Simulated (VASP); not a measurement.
Crystal: Co.

```
CELL_PARAMETERS angstrom
2.47200 0.00000 0.00000
-1.23600 2.14081 0.00000
0.00000 0.00000 4.02114
ATOMIC_POSITIONS crystal
Co 0.66667 0.33333 0.75000
Co 0.33333 0.66667 0.25000
```

| Item | Value |
| --- | --- |
| Program | VASP 6.6.1 |
| Task | relaxation of cell and atoms |
| Functional | LDA |
| Potentials or basis | VASP PAW LDA potentials, release 64 (Co) |
| Cutoff | 600 eV |
| k mesh | 12 × 12 × 7 |
| Occupations | fermi-dirac, width 0.05 eV |
| Spin | collinear spin, ferromagnetic start |
| Starting moments | [2.0, 2.0] μB |

At the start: pressure -15.7 GPa; volume 10.64 Å³/atom.

Q: How do energy, volume and symmetry change on relaxing?

A: Over 5 steps the energy falls by 36.3 meV/atom and the volume is 9.96 Å³/atom (-6.4 %); space group P6_3/mmc (No. 194, to 0.1 Å) before and after; moment 2.95 μB per cell.

Step by step:
| step | energy change (eV) | largest force (eV/Å) | pressure (GPa) | volume (Å³) |
| --- | --- | --- | --- | --- |
| 1 | 0.0000 | 0.0000 | -15.71 | 21.28 |
| 2 | 0.0662 | 0.0000 | 26.81 | 18.22 |
| 3 | -0.0722 | 0.0000 | -0.65 | 19.96 |
| 4 | -0.0723 | 0.0000 | 0.06 | 19.91 |
| 5 | -0.0726 | 0.0000 | 0.00 | 19.92 |

Final structure:
```
CELL_PARAMETERS angstrom
2.42472 0.00000 0.00000
-1.21236 2.09987 0.00000
0.00000 0.00000 3.91174
ATOMIC_POSITIONS crystal
Co 0.66667 0.33333 0.75000
Co 0.33333 0.66667 0.25000
```
